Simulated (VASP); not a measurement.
Crystal: S.

```
S
1.0
     3.24643    0.00000    0.00000
    -1.62322    2.81149    0.00000
     0.00000    0.00000    6.67186
S
2
Direct
  0.66667 0.33333 0.43089
  0.33333 0.66667 0.56911
```

```yaml
Program: VASP 6.6.1
Task: relaxation of cell and atoms
Functional: PBE
Potentials_or_basis: VASP PAW PBE potentials, release 64 (S)
Cutoff: 600 eV
k_mesh: 6 × 6 × 4
Occupations: gaussian, width 0.1 eV
Spin: no spin polarisation
```

At the start: pressure 13.6 GPa; volume 30.45 Å³/atom.

Question: How do energy, volume and symmetry change on relaxing?

Answer: Over 9 steps the energy falls by 801.9 meV/atom and the volume is 40.58 Å³/atom (+33.3 %); space group P-3m1 (No. 164, to 0.05 Å).

The path:
| step | energy change (eV) | largest force (eV/Å) | pressure (GPa) | volume (Å³) |
| --- | --- | --- | --- | --- |
| 1 | 0.0000 | 1.4736 | 13.64 | 60.90 |
| 2 | -0.7954 | 2.5521 | -2.49 | 86.26 |
| 3 | -0.8861 | 2.0708 | 0.12 | 78.75 |
| 4 | -1.3633 | 1.8438 | -1.64 | 84.69 |
| 5 | -1.4610 | 1.2862 | -2.59 | 87.60 |
| 6 | -1.5973 | 0.2138 | 0.83 | 79.69 |
| 7 | -1.6032 | 0.0444 | 0.14 | 80.97 |
| 8 | -1.6032 | 0.0178 | 0.21 | 80.84 |
| 9 | -1.6038 | 0.0242 | 0.03 | 81.16 |

Final structure:
```
S
1.0
     3.89385    0.00000    0.00000
    -1.94693    3.37218    0.00000
     0.00000    0.00000    6.18120
S
2
Cartesian
  1.9469 1.1241 2.7958
  0.0000 2.2481 3.3854
```

Caveat: the k points lie up to 0.31 Å⁻¹ apart in the final cell; the volume moved by over 15 % at a fixed basis, so the end points are rough.
